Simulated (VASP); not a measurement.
# Al (P6_3/mmc) in VASP: a series of runs, part 2 of 2

VASP 6.6.1.

### Step 3. Single point, PBEsol

This run uses another cell than the first one, of 16.17 Å³/atom.

File INCAR:

```
  PREC = Accurate
  ENCUT = 520
  EDIFF = 1E-7
  ISMEAR = 0
  SIGMA = 0.15
  LREAL = F
  LASPH = T
  NELM = 100
  ALGO = Fast
  ISIF = 2
  LWAVE = F
  LCHARG = T
  GGA = PS
  LELF = T
  LVHAR = T
  NBANDS = 10
```

File KPOINTS:

```
regular mesh
0
Gamma
  18 18 10
```

File POSCAR:

```
Al
1.0
    2.7300000000      0.0000000000      0.0000000000
   -1.3650000000      2.3642493523      0.0000000000
    0.0000000000      0.0000000000      5.0094000000
Al
2
Direct
    0.6666666667      0.3333333333      0.7500000000
    0.3333333333      0.6666666667      0.2500000000
```

Potentials or basis: VASP PAW PBE potentials, release 64 (Al).

The run is started by

```sh
$ cat potpaw_PBE.64/Al/POTCAR > POTCAR
$ mpirun -np 1 vasp_std > vasp.out
```

OUTCAR:

```text
PREC = Accurate
   ENCUT = 520
   EDIFF = 1E-7
   ISMEAR = 0
   LREAL = F
   LASPH = T
   NELM = 100
   ISIF = 2
   GGA = PS

 ion  position               nearest neighbor table
   1  0.667  0.333  0.750-   2 2.96   2 2.96   2 2.96   2 2.96   2 2.96   2 2.96
   2  0.333  0.667  0.250-   1 2.96   1 2.96   1 2.96   1 2.96   1 2.96   1 2.96

  LATTYP: Found a hexagonal cell.
 ALAT       =     2.7300000000
 C/A-ratio  =     1.8349450549

  Lattice vectors:

 A1 = (   2.7300000000,   0.0000000000,   0.0000000000)
 A2 = (  -1.3650000000,   2.3642493523,   0.0000000000)
 A3 = (   0.0000000000,   0.0000000000,   5.0094000000)

Analysis of symmetry for initial positions (statically):
=====================================================================
 Subroutine PRICEL returns:
 Original cell was already a primitive cell.

 Routine SETGRP: Setting up the symmetry group for a
 hexagonal supercell.

 Subroutine GETGRP returns: Found 24 space group operations
 (whereof 12 operations were pure point group operations)
 out of a pool of 24 trial point group operations.

The static configuration has the point symmetry D_3d.
 The point group associated with its full space group is D_6h.

Analysis of symmetry for dynamics (positions and initial velocities):
=====================================================================
 Subroutine PRICEL returns:
 Original cell was already a primitive cell.

 Routine SETGRP: Setting up the symmetry group for a
 hexagonal supercell.

 Subroutine GETGRP returns: Found 24 space group operations
 (whereof 12 operations were pure point group operations)
 out of a pool of 24 trial point group operations.

The dynamic configuration has the point symmetry D_3d.
 The point group associated with its full space group is D_6h.

 Subroutine INISYM returns: Found 24 space group operations
 (whereof 12 operations are pure point group operations),
 and found     1 'primitive' translations
[... 119 lines left out ...]
   LORBIT       =      0    0 simple, 1 ext, 2 COOP (PROOUT), +10 PAW based schemes
   GGA     = PS    functional components
   LHFCALC =     F    Hartree Fock is set to
   AEXX    =    0.0000 exact exchange contribution
   IVDW    =     0    specifies the selected vdW correction
   LEPSILON=     F    determine dielectric tensor
   LRPA    =     F    only Hartree local field effects (RPA)
 non-spin polarized calculation
 RMM-DIIS sequential band-by-band and
 Gauss-broadening in eV      SIGMA  =   0.15
  energy-cutoff  :      520.00
  volume of cell :       32.33
 maximum number of plane-waves:       894
   NGX = 11   NGY = 11   NGZ = 19

 number of electron       6.0000000 magnetization

 Free energy of the ion-electron system (eV)
  ---------------------------------------------------
  ext. energy  EPLUGINS =         0.00000000
  ---------------------------------------------------
  free energy    TOTEN  =        -8.06731161 eV

  energy without entropy =       -8.05914406  energy(sigma->0) =       -8.06322784

 E-fermi :   8.1149     XC(G=0): -10.3249

 val. band max:        8.1090410642   @ k =   0.3333   0.1667   0.4000
 cond. band min:       8.1540517992   @ k =   0.4444   0.1111   0.1000
 fundamental gap:      0.0450107350
 Fermi energy:         8.1148920429

 k-point     1 :       0.0000    0.0000    0.0000
  band No.  band energies     occupation
      1      -3.1223      2.00000
      2       2.3616      2.00000
      3       2.9478      2.00000
      4      18.2692      0.00000
      5      19.0180      0.00000
      6      20.7287      0.00000
      7      20.7287      0.00000
      8      20.8270      0.00000
      9      20.8270      0.00000
     10      24.0095      0.00000
[... 287 lines left out ...]
 k-point    24 :       0.3889    0.1111    0.0000
  band No.  band energies     occupation
      1       2.2314      2.00000
      2       4.9449      2.00000
      3       7.6987      1.99991
      4       8.0523      1.44501
      5      10.2001      0.00000
      6      10.9074      0.00000
      7      12.5670      0.00000
      8      17.1471      0.00000
      9      17.8398      0.00000
     10      20.1218      0.00000

 [... further k-points ...]

------------------------ aborting loop because EDIFF is reached ----------------------------------------

  FORCE on cell =-STRESS in cart. coord.  units (eV):
  Direction    XX          YY          ZZ          XY          YZ          ZX
  --------------------------------------------------------------------------------------
  -------------------------------------------------------------------------------------
  Total        1.0100740      1.0100740     -0.7070116      0.0000000      0.0000000      0.0000000
  in kB       50.0520786     50.0520786    -35.0344633      0.0000000      0.0000000      0.0000000
  external PRESSURE =      21.6898980 kB  Pullay stress =       0.0000000 kB

 VOLUME and BASIS-vectors are now :
 -----------------------------------------------------------------------------
  energy-cutoff  :      520.00
  volume of cell :       32.33
      direct lattice vectors                 reciprocal lattice vectors
     2.730000000  0.000000000  0.000000000     0.366300366  0.211483615  0.000000000
    -1.365000000  2.364249352  0.000000000     0.000000000  0.422967230  0.000000000
     0.000000000  0.000000000  5.009400000     0.000000000  0.000000000  0.199624706

 POSITION                                       TOTAL-FORCE (eV/Angst)
 -----------------------------------------------------------------------------------
      1.36500      0.78808      3.75705         0.000000     -0.000000      0.000000
     -0.00000      1.57617      1.25235        -0.000000      0.000000      0.000000
 -----------------------------------------------------------------------------------
    total drift:                               -0.000000      0.000000     -0.000000

  FREE ENERGIE OF THE ION-ELECTRON SYSTEM (eV)
  ---------------------------------------------------
  free  energy   TOTEN  =        -8.0673116107 eV

  energy  without entropy=       -8.0591440631  energy(sigma->0) =       -8.06322784
```

stdout:

```text
POSCAR found type information on POSCAR Al
 POSCAR found :  1 types and       2 ions
 scaLAPACK will be used
 -----------------------------------------------------------------------------
|                                                                             |
|                                                                             |
|     You enforced a specific xc type in the INCAR file but a different       |
|     I HOPE YOU KNOW WHAT YOU ARE DOING!                                     |
|                                                                             |
 -----------------------------------------------------------------------------

 LDA part: xc-table for (Slater+PW92), standard interpolation
 POSCAR, INCAR and KPOINTS ok, starting setup
 FFT: planning ... GRIDC
 FFT: planning ... GRID_SOFT
 FFT: planning ... GRID
 WAVECAR not read
 entering main loop
```

Wall time 76 s (1 thread of Intel Xeon 8259CL, shared host); peak memory 0.18 GiB.

What came out:

```yaml
Free_energy: -8.0673 eV
Pressure: 2.2 GPa
Band_gap_on_the_k_mesh: zero (bands 3 and 4 overlap by 6.11 eV)
```

Stress tensor (GPa, compression positive):
```
 5.01  0.00  0.00
 0.00  5.01  0.00
 0.00  0.00 -3.50
```

Levels at points of the mesh, in eV from the Fermi level:
```csv
k point,band 1,band 2,band 3,band 4,band 5,band 6
"(0.00, 0.00, 0.00)",-11.24,-5.75,-5.17,10.15,10.90,12.61
"(0.50, 0.00, 0.00)",-4.83,-4.78,0.22,0.71,1.09,1.42
"(0.00, 0.00, 0.50)",-9.78,-9.78,1.48,1.48,13.37,13.37
"(0.50, 0.00, 0.50)",-3.78,-3.78,-2.91,-2.91,7.20,7.20
```

Caveat: the PAW data sets were made with another functional, which shifts forces and pressure a little.
